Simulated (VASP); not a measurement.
Set up this calculation in VASP 6.6.1, as the native input.

```yaml
Task: single point
Functional: PBEsol
Potentials_or_basis: VASP PAW PBE potentials, release 64 (Mg, S)
Cutoff: 520 eV
k_mesh: 8 × 8 × 8
Occupations: gaussian, width 0.01 eV
Spin: no spin polarisation
Dipole_correction: no
Further_INCAR_settings: ALGO = Normal; EDIFF = 1e-06; NBANDS = 11
```

The structure of MgS lies in POSCAR:

```
MgS
1.0
    2.5254140551      2.5254140551      0.0000000000
   -2.5254140551      2.5254140551      0.0000000000
    0.0000000000      2.5254140551      2.5254140551
Mg S
1 1
Direct
    0.0000000000      0.0000000000      0.0000000000
    0.5000000000      0.5000000000      0.0000000000
```

The input as run:

INCAR

```
SYSTEM = MgS
PREC     = Accurate       ! precision mode
ENCUT    = 520            ! plane-wave cutoff, eV
EDIFF    = 1E-6           ! SCF threshold, eV
ISMEAR   = 0              ! smearing method
SIGMA    = 0.01           ! smearing width, eV
LREAL    = .False.        ! projectors in reciprocal space
LASPH    = .True.         ! aspherical terms in the spheres
NELM     = 80             ! most SCF steps
ALGO     = Normal         ! electronic algorithm
ISIF     = 2              ! what is computed and relaxed
LWAVE    = .False.        ! write WAVECAR
LCHARG   = .True.         ! write CHGCAR
GGA      = PS             ! functional
LELF     = .True.         ! ELF
LVHAR    = .True.       
NBANDS   = 11             ! bands
```

KPOINTS

```
Automatic mesh
0
Gamma
  8 8 8
  0 0 0
```

Potentials or basis: VASP PAW PBE potentials, release 64 (Mg, S).

The run is started by

```bash
$ cat potpaw_PBE.64/Mg/POTCAR potpaw_PBE.64/S/POTCAR > POTCAR
$ mpirun -np 1 vasp_std > vasp.out
```

It gave:

* Pressure: 6.9 GPa
* Band gap on the k mesh: 2.88 eV, indirect (least direct gap 4.33 eV)

Caveat: the PAW data sets were made with another functional, which shifts forces and pressure a little.

Wall time 17 s on 1 thread of AMD EPYC 7R43 64-Core Processor (Zen 3) (shared host), peak memory 0.12 GiB.
